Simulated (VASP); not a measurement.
# CuAu (P4/mmm) in VASP: single point with B3LYP

Aim: the single point of CuAu with B3LYP.

Program: VASP 6.6.1. These are calculated values, not measurements. Logs are shortened: lines on timing, memory, paths and dates and some standing lists are left out, and cuts for length are marked.

### 1 The cell of the first run

The structure is tetragonal, space group P4/mmm (No. 123). Conventional cell: a = 2.811 Å, b = 2.811 Å, c = 3.685 Å, α = 90.00°, β = 90.00°, γ = 90.00°. Within 3.7 Å of Au (site symmetry 4/mmm) lie 8 Cu at 2.71 Å and 6 Au at 2.81 to 3.69 Å. Cu (site symmetry 4/mmm) has 8 Au at 2.71 Å and 6 Cu at 2.81 to 3.69 Å within 3.7 Å.

### 2 Single point, B3LYP

File POSCAR:

```
CuAu
1.0
    2.8107494552      0.0000000000      0.0000000000
    0.0000000000      2.8107494552      0.0000000000
    0.0000000000      0.0000000000      3.6850000000
Au Cu
1 1
Direct
    0.0000000000      0.0000000000      0.0000000000
    0.5000000000      0.5000000000      0.5000000000
```

File INCAR.step1:

```
  PREC = Accurate
  ENCUT = 520
  EDIFF = 1E-5
  ISMEAR = -1
  SIGMA = 0.05
  LREAL = False
  LASPH = True
  NELM = 100
  ALGO = Normal
  ISIF = 2
  LWAVE = True
  NBANDS = 18
  GGA = PE
```

File INCAR.step2:

```
  PREC = Accurate
  ENCUT = 520
  EDIFF = 1E-6
  ISMEAR = -1
  SIGMA = 0.05
  LREAL = False
  LASPH = True
  NELM = 100
  ALGO = Normal
  ISIF = 2
  LWAVE = False
  LCHARG = True
  GGA = B3
  LHFCALC = True
  AEXX = 0.2
  AGGAX = 0.72
  AGGAC = 0.81
  ALDAC = 0.19
  PRECFOCK = Normal
  LELF = True
  LVHAR = True
  NBANDS = 18
  ISTART = 1
```

File KPOINTS:

```
Automatic mesh
0
Gamma
  5 5 4
```

Potentials or basis: VASP PAW PBE potentials, release 64 (Au, Cu).

Run with:

```sh
cat potpaw_PBE.64/Au/POTCAR potpaw_PBE.64/Cu/POTCAR > POTCAR
cp INCAR.step1 INCAR
mpirun -np 1 vasp_std > vasp.out
cp INCAR.step2 INCAR
mpirun -np 1 vasp_std > vasp.out
```

OUTCAR:

```text
PREC = Accurate
   ENCUT = 520
   EDIFF = 1E-6
   ISMEAR = -1
   LREAL = False
   LASPH = True
   NELM = 100
   ISIF = 2
   GGA = B3
   LHFCALC = True
   AEXX = 0.2
   PRECFOCK = Normal
   ISTART = 1

 ion  position               nearest neighbor table
   1  0.000  0.000  0.000-   2 2.71   2 2.71   2 2.71   2 2.71   2 2.71   2 2.71   2 2.71   2 2.71

   2  0.500  0.500  0.500-   1 2.71   1 2.71   1 2.71   1 2.71   1 2.71   1 2.71   1 2.71   1 2.71

  LATTYP: Found a simple tetragonal cell.
 ALAT       =     2.8107494552
 C/A-ratio  =     1.3110382333

  Lattice vectors:

 A1 = (   2.8107494552,   0.0000000000,   0.0000000000)
 A2 = (   0.0000000000,   2.8107494552,   0.0000000000)
 A3 = (   0.0000000000,   0.0000000000,   3.6850000000)

Analysis of symmetry for initial positions (statically):
=====================================================================
 Subroutine PRICEL returns:
 Original cell was already a primitive cell.

 Routine SETGRP: Setting up the symmetry group for a
 simple tetragonal supercell.

 Subroutine GETGRP returns: Found 16 space group operations
 (whereof 16 operations were pure point group operations)
 out of a pool of 16 trial point group operations.

The static configuration has the point symmetry D_4h.

Analysis of symmetry for dynamics (positions and initial velocities):
=====================================================================
 Subroutine PRICEL returns:
 Original cell was already a primitive cell.

 Routine SETGRP: Setting up the symmetry group for a
 simple tetragonal supercell.

 Subroutine GETGRP returns: Found 16 space group operations
 (whereof 16 operations were pure point group operations)
 out of a pool of 16 trial point group operations.

The dynamic configuration has the point symmetry D_4h.

 Subroutine INISYM returns: Found 16 space group operations
 (whereof 16 operations are pure point group operations),
 and found     1 'primitive' translations

----------------------------------------------------------------------------------------

                                     Primitive cell

  volume of cell :      29.1127

[... 81 lines left out ...]
   EDIFF  = 0.1E-05   stopping-criterion for ELM
   LREAL  =      F    real-space projection
   EDIFFG = 0.1E-04   stopping-criterion for IOM
   NSW    =      0    number of steps for IOM
   IBRION =     -1    ionic relax: 0-MD 1-quasi-New 2-CG
   NFREE  =      0    steps in history (QN), initial steepest desc. (CG)
   ISIF   =      2    stress and relaxation
   ISYM   =      3    0-nonsym 1-usesym 2-fastsym
   POTIM  = 0.5000    time-step for ionic-motion
   TEBEG  =    0.0;   TEEND  =   0.0 temperature during run
   PSTRESS=    0.0 pullay stress
   NELECT =      22.0000    total number of electrons
   NUPDOWN=      -1.0000    fix difference up-down
   EMIN   =  10.00;   EMAX   =-10.00  energy-range for DOS
   EFERMI =   0.00;   METHOD = LEGACY
   ISMEAR =    -1;   SIGMA  =   0.05  broadening in eV -4-tet -1-fermi 0-gaus
   EFERMI_NEDOS =   21; number of points for ismear=-14 and -15
   IALGO  =     38    algorithm
   IMIX   =      1    mixing-type and parameters
     AMIX     =   0.40;   BMIX     =  1.00
     AMIX_MAG =   1.60;   BMIX_MAG =  1.00
  volume/ion in A,a.u.               =      14.56        98.23
  Fermi-wavevector in a.u.,A,eV,Ry     =   1.491152  2.817868 30.253005  2.223533
  Thomas-Fermi vector in A             =   2.603843
   LORBIT       =      0    0 simple, 1 ext, 2 COOP (PROOUT), +10 PAW based schemes
   GGA     = B3    functional components
   LHFCALC =     T    Hartree Fock is set to
   PRECFOCK=normal    Normal, Fast or Accurate (Low or Medium for compatibility)
   ENCUT4O =  -1.0   cutoff for four orbital integrals eV
   NKREDX  =     1    reduce k-point grid by
   NKREDY  =     1    reduce k-point grid by
   NKREDZ  =     1    reduce k-point grid by
   AEXX    =    0.2000 exact exchange contribution
   HFSCREEN=    0.0000 screening length (either q_TF or 0.3 A-1)
   HFSCREENC=   0.0000 screening length for correlation (either q_TF or 0.3 A-1)
   ENCUTFOCK=  -1.0 apply spherical cutoff to Coloumb kernel
   IVDW    =     0    specifies the selected vdW correction
   LEPSILON=     F    determine dielectric tensor
   LRPA    =     F    only Hartree local field effects (RPA)
 non-spin polarized calculation
  energy-cutoff  :      520.00
  volume of cell :       29.11
 maximum number of plane-waves:       802
 NGX is ok and might be reduce to    24
  NGX = 16; NGY = 16; NGZ = 24

 number of electron      22.0000010 magnetization

 Free energy of the ion-electron system (eV)
  ---------------------------------------------------
  ext. energy  EPLUGINS =         0.00000000
  ---------------------------------------------------
  free energy    TOTEN  =        -6.28993633 eV

  energy without entropy =       -6.28464377  energy(sigma->0) =       -6.28729005

 E-fermi :   8.9656     XC(G=0): -10.0520

 val. band max:        8.9400193385   @ k =   0.4000   0.2000   0.5000
 cond. band min:       9.6956573032   @ k =   0.4000   0.4000   0.2500
 fundamental gap:      0.7556379647
 Fermi energy:         8.9655605225

 k-point     1 :       0.0000    0.0000    0.0000
  band No.  band energies     occupation
      1      -1.9883      2.00000
      2       0.8938      2.00000
      3       1.0259      2.00000
      4       3.4436      2.00000
      5       3.4436      2.00000
      6       4.4550      2.00000
[... 355 lines left out ...]
      5       3.9620      2.00000
      6       4.0170      2.00000
[... 10 lines left out ...]
     17      20.6284      0.00000
     18      22.2646      0.00000

------------------------ aborting loop because EDIFF is reached ----------------------------------------

  FORCE on cell =-STRESS in cart. coord.  units (eV):
  Direction    XX          YY          ZZ          XY          YZ          ZX
  --------------------------------------------------------------------------------------
  -------------------------------------------------------------------------------------
  Total        2.0782800      2.0782800      1.8401044      0.0000000      0.0000000      0.0000000
  in kB      114.3754688    114.3754688    101.2677777      0.0000000      0.0000000      0.0000000
  external PRESSURE =     110.0062384 kB  Pullay stress =       0.0000000 kB

 VOLUME and BASIS-vectors are now :
 -----------------------------------------------------------------------------
  energy-cutoff  :      520.00
  volume of cell :       29.11
      direct lattice vectors                 reciprocal lattice vectors
     2.810749455  0.000000000  0.000000000     0.355776997  0.000000000  0.000000000
     0.000000000  2.810749455  0.000000000     0.000000000  0.355776997  0.000000000
     0.000000000  0.000000000  3.685000000     0.000000000  0.000000000  0.271370421

 POSITION                                       TOTAL-FORCE (eV/Angst)
 -----------------------------------------------------------------------------------
      0.00000      0.00000      0.00000         0.000000      0.000000      0.000000
      1.40537      1.40537      1.84250         0.000000      0.000000      0.000000
 -----------------------------------------------------------------------------------
    total drift:                               -0.000000     -0.000000     -0.000000

  FREE ENERGIE OF THE ION-ELECTRON SYSTEM (eV)
  ---------------------------------------------------
  free  energy   TOTEN  =        -6.2899363346 eV

  energy  without entropy=       -6.2846437699  energy(sigma->0) =       -6.28729005
```

Wall time 40 min (1 thread of Oxide Virtual Turin-like, shared host); peak memory 0.14 GiB.

Results:

* Free energy: -6.2899 eV
* Pressure: 11.0 GPa
* Band gap on the k mesh: zero (bands 11 and 12 overlap by 6.54 eV)

Stress tensor (GPa, compression positive):
```
11.44  0.00  0.00
 0.00 11.44  0.00
 0.00  0.00 10.13
```

Levels at points of the mesh, in eV from the Fermi level:
```tsv
k point	band 8	band 9	band 10	band 11	band 12	band 13	band 14	band 15
(0.00, 0.00, 0.00)	-3.78	-3.20	-2.85	-2.85	2.71	9.09	11.09	11.09
(0.00, 0.00, 0.50)	-4.03	-3.92	-3.92	-3.88	-3.63	15.71	15.84	15.84
```

Caveat: the k points lie up to 0.45 Å⁻¹ apart, too coarse for converged energies and pressures of a metal; the PAW data sets were made with another functional, which shifts forces and pressure a little; spin-orbit coupling is left out, which moves the levels of the heavy elements.
